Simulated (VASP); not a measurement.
# Ge (Pm-3m) in VASP: relaxation of cell and atoms with PBE

Aim: the relaxation of cell and atoms of Ge with PBE.

All numbers are computed with VASP 6.6.1; they aren't measurements. Logs are shortened: lines on timing, memory, paths and dates and some standing lists are left out, and cuts for length are marked.

**1. The cell of the first run**

It takes space group Pm-3m (No. 221, cubic). The conventional cell has a = 2.710 Å, b = 2.710 Å, c = 2.710 Å, α = 90.00°, β = 90.00°, γ = 90.00°. Ge (site symmetry m-3m) has 6 Ge at 2.71 Å within 3.6 Å.

This isn't the form of Ge at room conditions, which is diamond.

**2. Relaxation of cell and atoms, PBE, non-collinear spin, zero start, spin-orbit coupling**

INCAR

```
  PREC = Accurate
  ENCUT = 600
  EDIFF = 1E-6
  ISMEAR = -1
  SIGMA = 0.05
  LREAL = F
  LASPH = T
  NELM = 150
  ALGO = Normal
  ISIF = 3
  LWAVE = F
  LCHARG = F
  MAGMOM = 0 0 0
  LORBIT = 11
  LSORBIT = T
  GGA_COMPAT = F
  LORBMOM = T
  GGA = PE
  IBRION = 2
  NSW = 45
  EDIFFG = -0.005
```

KPOINTS

```
Automatic mesh
0
Gamma
  15 15 15
```

POSCAR

```
Ge
1.0
    2.7097479378      0.0000000000      0.0000000000
    0.0000000000      2.7097479378      0.0000000000
    0.0000000000      0.0000000000      2.7097479378
Ge
1
Direct
    0.0000000000      0.0000000000      0.0000000000
```

Potentials or basis: VASP PAW PBE potentials, release 64 (Ge_d).

Started as:

```console
$ cat potpaw_PBE.64/Ge_d/POTCAR > POTCAR
$ mpirun -np 1 vasp_ncl > vasp.out
```

OUTCAR:

```text
PREC = Accurate
   ENCUT = 600
   EDIFF = 1E-6
   ISMEAR = -1
   LREAL = F
   LASPH = T
   NELM = 150
   ISIF = 3
   LORBIT = 11
   LSORBIT = T
   GGA = PE
   IBRION = 2
   NSW = 45
   EDIFFG = -0.005

 ion  position               nearest neighbor table
   1  0.000  0.000  0.000-

  LATTYP: Found a simple cubic cell.
 ALAT       =     2.7097479378

  Lattice vectors:

 A1 = (   2.7097479378,   0.0000000000,   0.0000000000)
 A2 = (   0.0000000000,   2.7097479378,   0.0000000000)
 A3 = (   0.0000000000,   0.0000000000,   2.7097479378)

Analysis of symmetry for initial positions (statically):
=====================================================================
 Subroutine PRICEL returns:
 Original cell was already a primitive cell.

 Routine SETGRP: Setting up the symmetry group for a
 simple cubic supercell.

 Subroutine GETGRP returns: Found 48 space group operations
 (whereof 48 operations were pure point group operations)
 out of a pool of 48 trial point group operations.

The static configuration has the point symmetry O_h .

Analysis of symmetry for dynamics (positions and initial velocities):
=====================================================================
 Subroutine PRICEL returns:
 Original cell was already a primitive cell.

 Routine SETGRP: Setting up the symmetry group for a
 simple cubic supercell.

 Subroutine GETGRP returns: Found 48 space group operations
 (whereof 48 operations were pure point group operations)
 out of a pool of 48 trial point group operations.

The dynamic configuration has the point symmetry O_h .

Analysis of structural, dynamic, and magnetic symmetry:
=====================================================================
 Subroutine PRICEL returns:
 Original cell was already a primitive cell.

 Routine SETGRP: Setting up the symmetry group for a
 simple cubic supercell.

 Subroutine GETGRP returns: Found 48 space group operations
 (whereof 48 operations were pure point group operations)
 out of a pool of 48 trial point group operations.

The overall configuration has the point symmetry O_h .

 Subroutine INISYM returns: Found 48 space group operations
 (whereof 48 operations are pure point group operations),
 and found     1 'primitive' translations

----------------------------------------------------------------------------------------

                                     Primitive cell

  volume of cell :      19.8970

  direct lattice vectors                    reciprocal lattice vectors
     2.709747938  0.000000000  0.000000000     0.369038015  0.000000000  0.000000000
     0.000000000  2.709747938  0.000000000     0.000000000  0.369038015  0.000000000
     0.000000000  0.000000000  2.709747938     0.000000000  0.000000000  0.369038015

  length of vectors
     2.709747938  2.709747938  2.709747938     0.369038015  0.369038015  0.369038015

  position of ions in fractional coordinates (direct lattice)
     0.000000000  0.000000000  0.000000000

  ion indices of the primitive-cell ions
   primitive index   ion index
                 1           1

----------------------------------------------------------------------------------------

 KPOINTS: Automatic mesh

Automatic generation of k-mesh.
 Grid dimensions read from file:
 generate k-points for:   15   15   15

 Generating k-lattice:

  Cartesian coordinates                     Fractional coordinates (reciprocal lattice)
     0.024602534  0.000000000  0.000000000     0.066666667  0.000000000  0.000000000
     0.000000000  0.024602534  0.000000000     0.000000000  0.066666667  0.000000000
     0.000000000  0.000000000  0.024602534     0.000000000  0.000000000  0.066666667

  Length of vectors
     0.024602534  0.024602534  0.024602534

  Shift w.r.t. Gamma in fractional coordinates (k-lattice)
     0.000000000  0.000000000  0.000000000

 Subroutine IBZKPT returns following result:
 ===========================================

 Found    120 irreducible k-points:
[... 46 lines left out ...]
   EDIFF  = 0.1E-05   stopping-criterion for ELM
   LREAL  =      F    real-space projection
   EDIFFG = -.5E-02   stopping-criterion for IOM
   NSW    =     45    number of steps for IOM
   IBRION =      2    ionic relax: 0-MD 1-quasi-New 2-CG
   NFREE  =      1    steps in history (QN), initial steepest desc. (CG)
   ISIF   =      3    stress and relaxation
   ISYM   =      2    0-nonsym 1-usesym 2-fastsym
   POTIM  = 0.5000    time-step for ionic-motion
   TEBEG  =    0.0;   TEEND  =   0.0 temperature during run
   PSTRESS=    0.0 pullay stress
   NELECT =      14.0000    total number of electrons
   NUPDOWN=      -1.0000    fix difference up-down
   EMIN   =  10.00;   EMAX   =-10.00  energy-range for DOS
   EFERMI =   0.00;   METHOD = LEGACY
   ISMEAR =    -1;   SIGMA  =   0.05  broadening in eV -4-tet -1-fermi 0-gaus
   EFERMI_NEDOS =   21; number of points for ismear=-14 and -15
   IALGO  =     38    algorithm
   IMIX   =      4    mixing-type and parameters
     AMIX     =   0.40;   BMIX     =  1.00
     AMIX_MAG =   1.60;   BMIX_MAG =  1.00
  volume/ion in A,a.u.               =      19.90       134.27
  Fermi-wavevector in a.u.,A,eV,Ry     =   1.456091  2.751614 28.847099  2.120202
  Thomas-Fermi vector in A             =   2.573050
   LORBIT       =     11    0 simple, 1 ext, 2 COOP (PROOUT), +10 PAW based schemes
   GGA     = PE    functional components
   LHFCALC =     F    Hartree Fock is set to
   AEXX    =    0.0000 exact exchange contribution
   IVDW    =     0    specifies the selected vdW correction
   LEPSILON=     F    determine dielectric tensor
   LRPA    =     F    only Hartree local field effects (RPA)
 conjugate gradient relaxation of ions
  energy-cutoff  :      600.00
  volume of cell :       19.90
 maximum number of plane-waves:      1382
 NGX is ok and might be reduce to    24
   NGX = 11   NGY = 11   NGZ = 11

 number of electron      14.0000000 magnetization       0.0000000      0.0000000      0.0000000

 number of electron      13.9999994 magnetization       0.0000000     -0.0000000      0.0000000

 number of electron      13.9999994 magnetization      -0.0000000      0.0000000     -0.0000000

 Free energy of the ion-electron system (eV)
  ---------------------------------------------------
  ext. energy  EPLUGINS =         0.00000000
  ---------------------------------------------------
  free energy    TOTEN  =        -4.28029241 eV

  energy without entropy =       -4.27461974  energy(sigma->0) =       -4.27745607

 E-fermi :   5.8874     XC(G=0): -10.9159

 val. band max:        5.8727418204   @ k =   0.2667   0.2667   0.0667
 cond. band min:       5.9155081769   @ k =   0.4667   0.4000   0.2667
 fundamental gap:      0.0427663565
 Fermi energy:         5.8873988269

 k-point     1 :       0.0000    0.0000    0.0000
  band No.  band energies     occupation
      1     -18.9784      1.00000
      2     -18.9784      1.00000
      3     -18.9784      1.00000
      4     -18.9784      1.00000
      5     -18.3955      1.00000
      6     -18.3955      1.00000
[... 589 lines left out ...]
     21      19.7039      0.00000
     22      19.7039      0.00000

 [... further k-points ...]

------------------------ aborting loop because EDIFF is reached ----------------------------------------

  FORCE on cell =-STRESS in cart. coord.  units (eV):
  Direction    XX          YY          ZZ          XY          YZ          ZX
  --------------------------------------------------------------------------------------
  -------------------------------------------------------------------------------------
  Total       -0.0016022     -0.0016022     -0.0016022      0.0000000     -0.0000000      0.0000000
  in kB       -0.1290179     -0.1290179     -0.1290179      0.0000000     -0.0000000      0.0000000
  external PRESSURE =      -0.1290179 kB  Pullay stress =       0.0000000 kB

 VOLUME and BASIS-vectors are now :
 -----------------------------------------------------------------------------
  energy-cutoff  :      600.00
  volume of cell :       19.90
      direct lattice vectors                 reciprocal lattice vectors
     2.709747938  0.000000000  0.000000000     0.369038015  0.000000000  0.000000000
     0.000000000  2.709747938  0.000000000     0.000000000  0.369038015  0.000000000
     0.000000000  0.000000000  2.709747938     0.000000000  0.000000000  0.369038015

 POSITION                                       TOTAL-FORCE (eV/Angst)
 -----------------------------------------------------------------------------------
      0.00000      0.00000      0.00000         0.000000      0.000000      0.000000
 -----------------------------------------------------------------------------------
    total drift:                                0.000000     -0.000000      0.000000

  FREE ENERGIE OF THE ION-ELECTRON SYSTEM (eV)
  ---------------------------------------------------
  free  energy   TOTEN  =        -4.2802924062 eV

  energy  without entropy=       -4.2746197359  energy(sigma->0) =       -4.27745607

 reached required accuracy - stopping structural energy minimisation

 orbital moment (x)

 # of ion     p       d       tot
 ----------------------------------------
  1        -0.000  -0.000  -0.000
 ----------------------------------------
           -0.000  -0.000  -0.000

 orbital moment (y)

 # of ion     p       d       tot
 ----------------------------------------
  1        -0.000  -0.000  -0.000
 ----------------------------------------
           -0.000  -0.000  -0.000

 orbital moment (z)

 # of ion     p       d       tot
 ----------------------------------------
  1         0.000   0.000   0.000
 ----------------------------------------
            0.000   0.000   0.000

 Spin-Orbit-Coupling matrix elements

 Ion:    1  E_soc:     -0.0194983
 l=   1
     0.0000000    -0.0023191    -0.0023191
    -0.0023191     0.0000000    -0.0023191
    -0.0023191    -0.0023191     0.0000000
 l=   2
     0.0000000    -0.0001894     0.0000000    -0.0001894    -0.0007412
    -0.0001894     0.0000000    -0.0005559    -0.0001894    -0.0001853
     0.0000000    -0.0005559     0.0000000    -0.0005559     0.0000000
    -0.0001894    -0.0001894    -0.0005559     0.0000000    -0.0001853
    -0.0007412    -0.0001853     0.0000000    -0.0001853     0.0000000
 l=   3
     0.0000000     0.0000000     0.0000000     0.0000000     0.0000000     0.0000000     0.0000000
     0.0000000     0.0000000     0.0000000     0.0000000     0.0000000     0.0000000     0.0000000
     0.0000000     0.0000000     0.0000000     0.0000000     0.0000000     0.0000000     0.0000000
     0.0000000     0.0000000     0.0000000     0.0000000     0.0000000     0.0000000     0.0000000
     0.0000000     0.0000000     0.0000000     0.0000000     0.0000000     0.0000000     0.0000000
     0.0000000     0.0000000     0.0000000     0.0000000     0.0000000     0.0000000     0.0000000
     0.0000000     0.0000000     0.0000000     0.0000000     0.0000000     0.0000000     0.0000000

 total charge

# of ion       s       p       d       tot
------------------------------------------
    1        1.206   1.024  10.018  12.248

 magnetization (x)

# of ion       s       p       d       tot
------------------------------------------
    1       -0.000   0.000  -0.000  -0.000

 magnetization (y)

# of ion       s       p       d       tot
------------------------------------------
    1        0.000  -0.000   0.000   0.000

 magnetization (z)

# of ion       s       p       d       tot
------------------------------------------
    1       -0.000   0.000   0.000   0.000
```

Wall time 72 s (1 thread of Intel Xeon 8259CL, shared host); peak memory 0.25 GiB.

Results:

- Free energy: -4.2803 eV
- Pressure after relaxing: 0.0 GPa
- Net moment: 0.00 μB per cell
- Valence electrons inside the program's atomic spheres: Ge 12.25

Final structure:
```
Ge
1.0
     2.70975    0.00000    0.00000
     0.00000    2.70975    0.00000
     0.00000    0.00000    2.70975
Ge
1
Direct
  0.00000 0.00000 0.00000
```

Moments on the atoms (μB; x, y, z):
```
Ge  0.00 0.00 0.00
```
